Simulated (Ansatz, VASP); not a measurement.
One calculation of AlO6, two programs

INCAR

```
  PREC = Accurate
  ENCUT = 1340
  EDIFF = 1E-7
  ISMEAR = 0
  SIGMA = 0.2
  LREAL = False
  LASPH = True
  NELM = 120
  ALGO = Normal
  ISIF = 3
  LWAVE = False
  LCHARG = False
  GGA = PE
  IBRION = 2
  NSW = 36
  EDIFFG = -0.08
  GGA_COMPAT = False
  NELMIN = 4
```

KPOINTS

```
Automatic mesh
0
Gamma
  6 6 2
```

Contents of POSCAR:

```
AlO6
1.0
    2.8500000000      0.0000000000      0.0000000000
   -1.4250000000      2.4681724000      0.0000000000
    0.0000000000      0.0000000000     12.0000000000
Al O
1 6
Direct
    0.0000000000      0.0000000000      0.0000000000
    0.3333333300      0.6666666700      0.6100000000
    0.3333333300      0.6666666700      0.7100000000
    0.6666666700      0.3333333300      0.3900000000
    0.6666666700      0.3333333300      0.2900000000
    0.6666666700      0.3333333300      0.9200000000
    0.3333333300      0.6666666700      0.0800000000
```

Input for Ansatz:

```yaml
crystal:
  lattice:
    - [2.85, 0.0, 0.0]
    - [-1.425, 2.4681724, 0.0]
    - [0.0, 0.0, 12.0]
  atoms:
    - { symbol: Al, position: [0.0, 0.0, 0.0] }
    - { symbol: O, position: [0.33333333, 0.66666667, 0.61] }
    - { symbol: O, position: [0.33333333, 0.66666667, 0.71] }
    - { symbol: O, position: [0.66666667, 0.33333333, 0.39] }
    - { symbol: O, position: [0.66666667, 0.33333333, 0.29] }
    - { symbol: O, position: [0.66666667, 0.33333333, 0.92] }
    - { symbol: O, position: [0.33333333, 0.66666667, 0.08] }
basis:
  ecutwfc: 420
kpoints:
  mp_grid: { grid: [6, 6, 2] }
hamiltonian:
  xc: pbe
scf:
  occupations: { method: gaussian, width: 0.2 }
  lower_state_search: "off"
output:
  forces: true
  stress: true
  eigenvalues: true
relax:
  adjacent_minimum: "off"
  f_tol: 0.08
  max_steps: 16
  cell: { stress_tol: 0.8 }
```

Alike in both runs: task relaxation of cell and atoms; functional PBE; k mesh 6 × 6 × 2; occupations gaussian, width 0.2 eV; no spin polarisation.

|  | VASP | Ansatz |
| --- | --- | --- |
| version | VASP 6.6.1 | Ansatz 0.2.0 |
| potentials or method | VASP PAW PBE potentials, release 64 (Al, O_h), cutoff 1340 eV | scalar-relativistic, plane waves, PAW |
| valence electrons in the cell | 39 | 39 |

|  | VASP | Ansatz | Ansatz less VASP |
| --- | --- | --- | --- |
| gap on the k mesh at the Fermi level, each at its own relaxed structure (eV) | none | none | - |
| relaxed volume (Å³/atom) | 11.91 | 12.40 | +0.495 |
| relaxed length of the cell vector where the two differ most in proportion (Å) | 11.970 | 12.372 | +0.4023 |

A gap of «none» marks a metal or a gap that the smearing closes.

The k mesh is coarse, so the values compare programs but aren't converged.
